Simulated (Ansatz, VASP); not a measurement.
## Ti: VASP beside Ansatz

```
Ti
1.0
     0.00000    2.09090    2.03000
     2.09090    0.00000    2.03000
     2.09090    2.09090    0.00000
Ti
1
Direct
  0.00000 0.00000 0.00000
```

Change from the starting cell: strain +0.030 along x and y, +0.000 along z, atoms carried along.

Alike in both runs: task single point; functional PBEsol; k mesh 10 × 10 × 10; occupations gaussian, width 0.15 eV; no spin polarisation.

|  | VASP | Ansatz |
| --- | --- | --- |
| version | VASP 6.6.1 | Ansatz 0.2.0 |
| potentials or method | VASP PAW PBE potentials, release 64 (Ti_sv), cutoff 520 eV | scalar-relativistic, plane waves, PAW |
| valence electrons in the cell | 12 | 12 |

VASP gave:

```
gap on the k mesh at the Fermi level (eV)                     : none
pressure (GPa)                                                : -6.6
traceless stress, the component that is largest in VASP (GPa) : 0.74
```

Question: Which values does Ansatz return?

Answer: gap on the k mesh at the Fermi level (eV): none; pressure (GPa): -6.4; traceless stress, the component that is largest in VASP (GPa): 0.73.

VASP's potentials were made for PBE, not for PBEsol. A gap of «none» marks a metal or a gap that the smearing closes.
